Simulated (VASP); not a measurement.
C:

```
C
1.0
     2.31367    0.00000    0.00000
    -1.15684    2.00370    0.00000
     0.00000    0.00000    2.47029
C
2
Cartesian
  1.1568 0.6679 0.8726
  0.0000 1.3358 1.5977
```

The cell was built from a structure type or drawn by symmetry, and may not be a known phase.

* Program: VASP 6.6.1
* Task: relaxation of cell and atoms
* Functional: PBE
* Potentials or basis: VASP PAW PBE potentials, release 64 (C)
* Cutoff: 600 eV
* k mesh: 12 × 12 × 8
* Occupations: gaussian, width 0.1 eV
* Spin: no spin polarisation

At the start: pressure 46.9 GPa; volume 5.73 Å³/atom.

Problem. Where does the relaxation end?

Solution. Over 16 steps the energy falls by 2443.1 meV/atom and the volume is 8.91 Å³/atom (+55.7 %); space group P-3m1 (No. 164, to 0.1 Å) before, P6/mmm (No. 191, to 0.1 Å).

The path:
| step | energy change (eV) | largest force (eV/Å) | pressure (GPa) | volume (Å³) |
| --- | --- | --- | --- | --- |
| 1 | 0.0000 | 6.7205 | 46.94 | 11.45 |
| 2 | -3.1364 | 1.0396 | -39.47 | 14.26 |
| 3 | -3.2815 | 2.5650 | -27.21 | 13.83 |
| 4 | -2.9524 | 6.1685 | 15.30 | 13.04 |
| 5 | -3.8582 | 1.5435 | -7.14 | 13.49 |
| 6 | -4.1591 | 0.2206 | 72.07 | 12.80 |
| 7 | -4.2742 | 0.6366 | 41.08 | 13.04 |
| 8 | -4.6926 | 1.0537 | 12.04 | 15.21 |
| 9 | -4.7118 | 2.0004 | 0.64 | 16.38 |
| 10 | -4.8785 | 0.3319 | -4.10 | 18.20 |
| 11 | -4.8785 | 0.3145 | -4.15 | 18.22 |
| 12 | -4.8781 | 0.0378 | 6.39 | 17.52 |
| 13 | -4.8842 | 0.1793 | 0.87 | 17.87 |
| 14 | -4.8859 | 0.0939 | -0.38 | 17.83 |
| 15 | -4.8860 | 0.0357 | -0.11 | 17.84 |
| 16 | -4.8862 | 0.0088 | -0.48 | 17.83 |

Final structure:
```cif
data_structure
_symmetry_space_group_name_H-M 'P 1'
_symmetry_Int_Tables_number 1
_cell_length_a 2.4659
_cell_length_b 2.4659
_cell_length_c 3.3853
_cell_angle_alpha 90.000
_cell_angle_beta 90.000
_cell_angle_gamma 120.000
_cell_volume 17.83
loop_
_atom_site_label
_atom_site_type_symbol
_atom_site_fract_x
_atom_site_fract_y
_atom_site_fract_z
_atom_site_occupancy
C1 C 0.66667 0.33333 0.50008 1
C2 C 0.33333 0.66667 0.49992 1
```

Caveat: the volume moved by over 15 % at a fixed basis, so the end points are rough; this functional lacks dispersion, which binds the layers, so the pressure and a relaxed spacing across them are unreliable.
